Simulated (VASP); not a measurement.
# In3C2 (P-3m1) in VASP: single point with PBE

Aim: the single point of In3C2 with PBE.

Everything below comes from runs of VASP 6.6.1. Logs are shortened: lines on timing, memory, paths and dates and some standing lists are left out, and cuts for length are marked.

## 1. The cell of the first run

Symmetry: P-3m1, No. 164, trigonal system. The conventional cell has a = 3.828 Å, b = 3.828 Å, c = 7.429 Å, α = 90.00°, β = 90.00°, γ = 120.00°. Within 4.1 Å of In (site symmetry -3m) lie 6 C at 3.13 Å and 12 In at 3.36 to 3.83 Å. In (site symmetry 3m) has 4 C at 2.23 to 2.67 Å within 3.0 Å. Within 3.0 Å of C (site symmetry 3m) lie 4 In at 2.23 to 2.67 Å.

## 2. Single point, PBE

INCAR

```
PREC = Accurate
ENCUT = 520
EDIFF = 1E-6
ISMEAR = 0
SIGMA = 0.1
LREAL = F
LASPH = T
NELM = 60
ALGO = Normal
ISIF = 2
LWAVE = F
LCHARG = F
GGA = PE
NBANDS = 32
```

KPOINTS

```
Automatic mesh
0
Gamma
  12 12 6
```

POSCAR

```
In3C2
1.0
    3.8277663555      0.0000000000      0.0000000000
   -1.9138831778      3.3149429036      0.0000000000
    0.0000000000      0.0000000000      7.4287196147
In C
3 2
Direct
    0.0000000000      0.0000000000      0.0000000000
    0.3333333333      0.6666666667      0.6588585190
    0.6666666667      0.3333333333      0.3411414810
    0.3333333333      0.6666666667      0.2988089899
    0.6666666667      0.3333333333      0.7011910101
```

Potentials or basis: VASP PAW PBE potentials, release 64 (In_d, C).

Run with:

```bash
$ cat potpaw_PBE.64/In_d/POTCAR potpaw_PBE.64/C/POTCAR > POTCAR
$ mpirun -np 1 vasp_std > vasp.out
```

OUTCAR:

```text
PREC = Accurate
   ENCUT = 520
   EDIFF = 1E-6
   ISMEAR = 0
   LREAL = F
   LASPH = T
   NELM = 60
   ISIF = 2
   GGA = PE

 ion  position               nearest neighbor table
   1  0.000  0.000  0.000-   2 3.36   3 3.36   3 3.36   2 3.36   3 3.36   2 3.36
   2  0.333  0.667  0.659-   5 2.23   5 2.23   5 2.23   4 2.67   3 3.23   3 3.23   3 3.23   1 3.36
                             1 3.36   1 3.36
   3  0.667  0.333  0.341-   4 2.23   4 2.23   4 2.23   5 2.67   2 3.23   2 3.23   2 3.23   1 3.36
                             1 3.36   1 3.36
   4  0.333  0.667  0.299-   3 2.23   3 2.23   3 2.23   2 2.67
   5  0.667  0.333  0.701-   2 2.23   2 2.23   2 2.23   3 2.67

  LATTYP: Found a hexagonal cell.
 ALAT       =     3.8277663555
 C/A-ratio  =     1.9407453133

  Lattice vectors:

 A1 = (   3.8277663555,   0.0000000000,   0.0000000000)
 A2 = (  -1.9138831778,   3.3149429036,   0.0000000000)
 A3 = (   0.0000000000,   0.0000000000,   7.4287196147)

Analysis of symmetry for initial positions (statically):
=====================================================================
 Subroutine PRICEL returns:
 Original cell was already a primitive cell.

 Routine SETGRP: Setting up the symmetry group for a
 hexagonal supercell.

 Subroutine GETGRP returns: Found 12 space group operations
 (whereof 12 operations were pure point group operations)
 out of a pool of 24 trial point group operations.

The static configuration has the point symmetry D_3d.

Analysis of symmetry for dynamics (positions and initial velocities):
=====================================================================
 Subroutine PRICEL returns:
 Original cell was already a primitive cell.

 Routine SETGRP: Setting up the symmetry group for a
 hexagonal supercell.

 Subroutine GETGRP returns: Found 12 space group operations
 (whereof 12 operations were pure point group operations)
 out of a pool of 24 trial point group operations.

The dynamic configuration has the point symmetry D_3d.

 Subroutine INISYM returns: Found 12 space group operations
 (whereof 12 operations are pure point group operations),
 and found     1 'primitive' translations

----------------------------------------------------------------------------------------

                                     Primitive cell

  volume of cell :      94.2617

  direct lattice vectors                    reciprocal lattice vectors
     3.827766356  0.000000000  0.000000000     0.261248965  0.150832160  0.000000000
    -1.913883178  3.314942904  0.000000000     0.000000000  0.301664321  0.000000000
     0.000000000  0.000000000  7.428719615     0.000000000  0.000000000  0.134612699

  length of vectors
     3.827766356  3.827766356  7.428719615     0.301664321  0.301664321  0.134612699

  position of ions in fractional coordinates (direct lattice)
     0.000000000  0.000000000  0.000000000
     0.333333333  0.666666667  0.658858519
     0.666666667  0.333333333  0.341141481
     0.333333333  0.666666667  0.298808990
     0.666666667  0.333333333  0.701191010

  ion indices of the primitive-cell ions
   primitive index   ion index
                 1           1
                 2           2
                 3           3
                 4           4
                 5           5

----------------------------------------------------------------------------------------

 KPOINTS: Automatic mesh

Automatic generation of k-mesh.
 Grid dimensions read from file:
 generate k-points for:   12   12    6

 Generating k-lattice:

  Cartesian coordinates                     Fractional coordinates (reciprocal lattice)
     0.021770747  0.012569347  0.000000000     0.083333333  0.000000000  0.000000000
     0.000000000  0.025138693  0.000000000     0.000000000  0.083333333  0.000000000
     0.000000000  0.000000000  0.022435450     0.000000000  0.000000000  0.166666667

  Length of vectors
     0.025138693  0.025138693  0.022435450

  Shift w.r.t. Gamma in fractional coordinates (k-lattice)
     0.000000000  0.000000000  0.000000000

 Subroutine IBZKPT returns following result:
 ===========================================

 Found    100 irreducible k-points:

 Following reciprocal coordinates:
            Coordinates               Weight
  0.000000  0.000000  0.000000      1.000000
  0.083333  0.000000  0.000000      6.000000
  0.166667  0.000000  0.000000      6.000000
  0.250000  0.000000  0.000000      6.000000
  0.333333  0.000000  0.000000      6.000000
  0.416667 -0.000000  0.000000      6.000000
[... 16 lines left out ...]
  0.166667  0.000000  0.166667      6.000000
  0.000000  0.166667  0.166667      6.000000
 [... further k-points ...]
   k-points           NKPTS =    100   k-points in BZ     NKDIM =    100   number of bands    NBANDS=     32
   number of dos      NEDOS =    301   number of ions     NIONS =      5
   total plane-waves  NPLWV =  43904
   dimension x,y,z NGX =    28 NGY =   28 NGZ =   56
   dimension x,y,z NGXF=    56 NGYF=   56 NGZF=  112
   ions per type =               3   2
   NGX,Y,Z   is equivalent  to a cutoff of  12.16, 12.16, 12.53 a.u.
   NGXF,Y,Z  is equivalent  to a cutoff of  24.32, 24.32, 25.06 a.u.
 SYSTEM =  unknown system
   PREC   = accura    normal or accurate (medium, high low for compatibility)
   ISTART =      0    job   : 0-new  1-cont  2-samecut
   ICHARG =      2    charge: 1-file 2-atom 10-const
   ISPIN  =      1    spin polarized calculation?
   LNONCOLLINEAR =      F non collinear calculations
   LSORBIT =      F    spin-orbit coupling
   LASPH  =      T    aspherical Exc in radial PAW
   ENCUT  =  520.0 eV  38.22 Ry    6.18 a.u.   7.12  7.12 13.81*2*pi/ulx,y,z
   NELM   =     60;   NELMIN=  2; NELMDL= -5     # of ELM steps
   EDIFF  = 0.1E-05   stopping-criterion for ELM
   LREAL  =      F    real-space projection
   EDIFFG = 0.1E-04   stopping-criterion for IOM
   NSW    =      0    number of steps for IOM
   IBRION =     -1    ionic relax: 0-MD 1-quasi-New 2-CG
   NFREE  =      0    steps in history (QN), initial steepest desc. (CG)
   ISIF   =      2    stress and relaxation
   ISYM   =      2    0-nonsym 1-usesym 2-fastsym
   POTIM  = 0.5000    time-step for ionic-motion
   TEBEG  =    0.0;   TEEND  =   0.0 temperature during run
   PSTRESS=    0.0 pullay stress
   NELECT =      47.0000    total number of electrons
   NUPDOWN=      -1.0000    fix difference up-down
   EMIN   =  10.00;   EMAX   =-10.00  energy-range for DOS
   EFERMI =   0.00;   METHOD = LEGACY
   ISMEAR =     0;   SIGMA  =   0.10  broadening in eV -4-tet -1-fermi 0-gaus
   EFERMI_NEDOS =   21; number of points for ismear=-14 and -15
   IALGO  =     38    algorithm
   IMIX   =      4    mixing-type and parameters
     AMIX     =   0.40;   BMIX     =  1.00
     AMIX_MAG =   1.60;   BMIX_MAG =  1.00
  volume/ion in A,a.u.               =      18.85       127.22
  Fermi-wavevector in a.u.,A,eV,Ry     =   1.298162  2.453171 22.928881  1.685225
  Thomas-Fermi vector in A             =   2.429508
   LORBIT       =      0    0 simple, 1 ext, 2 COOP (PROOUT), +10 PAW based schemes
   GGA     = PE    functional components
   LHFCALC =     F    Hartree Fock is set to
   AEXX    =    0.0000 exact exchange contribution
   IVDW    =     0    specifies the selected vdW correction
   LEPSILON=     F    determine dielectric tensor
   LRPA    =     F    only Hartree local field effects (RPA)
 non-spin polarized calculation
 Gauss-broadening in eV      SIGMA  =   0.10
  energy-cutoff  :      520.00
  volume of cell :       94.26
 maximum number of plane-waves:      2571
   NGX = 15   NGY = 15   NGZ = 27

 number of electron      47.0000011 magnetization

 Free energy of the ion-electron system (eV)
  ---------------------------------------------------
  ext. energy  EPLUGINS =         0.00000000
  ---------------------------------------------------
  free energy    TOTEN  =       -20.24452086 eV

  energy without entropy =      -20.23696616  energy(sigma->0) =      -20.24074351

 E-fermi :   6.6916     XC(G=0): -10.3868

 val. band max:        6.6910444694   @ k =   0.3333   0.1667   0.3333
 cond. band min:       6.6953004818   @ k =   0.3333   0.1667   0.1667
 fundamental gap:      0.0042560124
 Fermi energy:         6.6915907836

 k-point     1 :       0.0000    0.0000    0.0000
  band No.  band energies     occupation
      1      -7.7992      2.00000
      2      -7.6785      2.00000
      3      -7.6785      2.00000
      4      -7.6770      2.00000
      5      -7.6186      2.00000
      6      -7.6186      2.00000
[... 24 lines left out ...]
     31      13.6870      0.00000
     32      13.6870      0.00000

 k-point     2 :       0.0833    0.0000    0.0000
  band No.  band energies     occupation
      1      -7.7943      2.00000
      2      -7.6779      2.00000
      3      -7.6737      2.00000
      4      -7.6713      2.00000
      5      -7.6177      2.00000
      6      -7.6159      2.00000
[... 24 lines left out ...]
     31      13.4953      0.00000
     32      13.8660      0.00000

 k-point     3 :       0.1667    0.0000    0.0000
  band No.  band energies     occupation
      1      -7.7853      2.00000
      2      -7.6771      2.00000
      3      -7.6621      2.00000
      4      -7.6568      2.00000
      5      -7.6162      2.00000
      6      -7.6073      2.00000
[... 24 lines left out ...]
     31      12.9780      0.00000
     32      13.7852      0.00000

 k-point     4 :       0.2500    0.0000    0.0000
  band No.  band energies     occupation
      1      -7.7835      2.00000
      2      -7.6799      2.00000
      3      -7.6503      2.00000
      4      -7.6384      2.00000
      5      -7.6162      2.00000
      6      -7.5916      2.00000
[... 24 lines left out ...]
     31      12.7168      0.00000
     32      13.5887      0.00000

 k-point     5 :       0.3333    0.0000    0.0000
  band No.  band energies     occupation
      1      -7.7918      2.00000
      2      -7.6932      2.00000
      3      -7.6433      2.00000
      4      -7.6223      2.00000
      5      -7.6111      2.00000
      6      -7.5710      2.00000
[... 584 lines left out ...]
     31      13.6069      0.00000
     32      13.6406      0.00000

 k-point    22 :       0.0000    0.0833    0.1667
  band No.  band energies     occupation
      1      -7.8031      2.00000
      2      -7.6773      2.00000
      3      -7.6675      2.00000
      4      -7.6584      2.00000
      5      -7.6202      2.00000
      6      -7.6123      2.00000
[... 24 lines left out ...]
     31      13.6928      0.00000
     32      13.7640      0.00000

 k-point    23 :       0.1667    0.0000    0.1667
  band No.  band energies     occupation
      1      -7.7845      2.00000
      2      -7.6783      2.00000
      3      -7.6657      2.00000
      4      -7.6545      2.00000
      5      -7.6149      2.00000
      6      -7.6100      2.00000
[... 24 lines left out ...]
     31      13.3665      0.00000
     32      14.0724      0.00000

 k-point    24 :       0.0000    0.1667    0.1667
  band No.  band energies     occupation
      1      -7.7899      2.00000
      2      -7.6785      2.00000
      3      -7.6529      2.00000
      4      -7.6507      2.00000
      5      -7.6227      2.00000
      6      -7.6041      2.00000
[... 24 lines left out ...]
     31      13.4174      0.00000
     32      13.6990      0.00000

 [... further k-points ...]

------------------------ aborting loop because EDIFF is reached ----------------------------------------

  FORCE on cell =-STRESS in cart. coord.  units (eV):
  Direction    XX          YY          ZZ          XY          YZ          ZX
  --------------------------------------------------------------------------------------
  -------------------------------------------------------------------------------------
  Total        0.0295845      0.0295845     -0.0368399     -0.0000000      0.0000000      0.0000000
  in kB        0.5028507      0.5028507     -0.6261713     -0.0000000      0.0000000      0.0000000
  external PRESSURE =       0.1265100 kB  Pullay stress =       0.0000000 kB

 VOLUME and BASIS-vectors are now :
 -----------------------------------------------------------------------------
  energy-cutoff  :      520.00
  volume of cell :       94.26
      direct lattice vectors                 reciprocal lattice vectors
     3.827766356  0.000000000  0.000000000     0.261248965  0.150832160  0.000000000
    -1.913883178  3.314942904  0.000000000     0.000000000  0.301664321  0.000000000
     0.000000000  0.000000000  7.428719615     0.000000000  0.000000000  0.134612699

 POSITION                                       TOTAL-FORCE (eV/Angst)
 -----------------------------------------------------------------------------------
      0.00000      0.00000      0.00000        -0.000000      0.000000      0.000000
     -0.00000      2.20996      4.89448         0.000000      0.000000     -0.002685
      1.91388      1.10498      2.53424        -0.000000     -0.000000      0.002685
     -0.00000      2.20996      2.21977        -0.000000      0.000000     -0.006141
      1.91388      1.10498      5.20895         0.000000     -0.000000      0.006141
 -----------------------------------------------------------------------------------
    total drift:                               -0.000000      0.000000      0.000000

  FREE ENERGIE OF THE ION-ELECTRON SYSTEM (eV)
  ---------------------------------------------------
  free  energy   TOTEN  =       -20.2445208593 eV

  energy  without entropy=      -20.2369661567  energy(sigma->0) =      -20.24074351
```

It took 5.9 min on 1 thread of Intel Xeon 8259CL, shared host; peak memory 0.35 GiB.

What came out:

- Free energy: -20.2445 eV
- Pressure: 0.0 GPa
- Largest force: 0.006 eV/Å
- Band gap on the k mesh: zero (an odd number of electrons rules out a gap without spin polarisation)

Forces in eV/Å, atoms in the order of the input:
```
In   0.000  0.000  0.000
In   0.000  0.000 -0.003
In   0.000  0.000  0.003
C    0.000  0.000 -0.006
C    0.000  0.000  0.006
```

Caveat: spin-orbit coupling is left out, which moves the levels of the heavy elements.
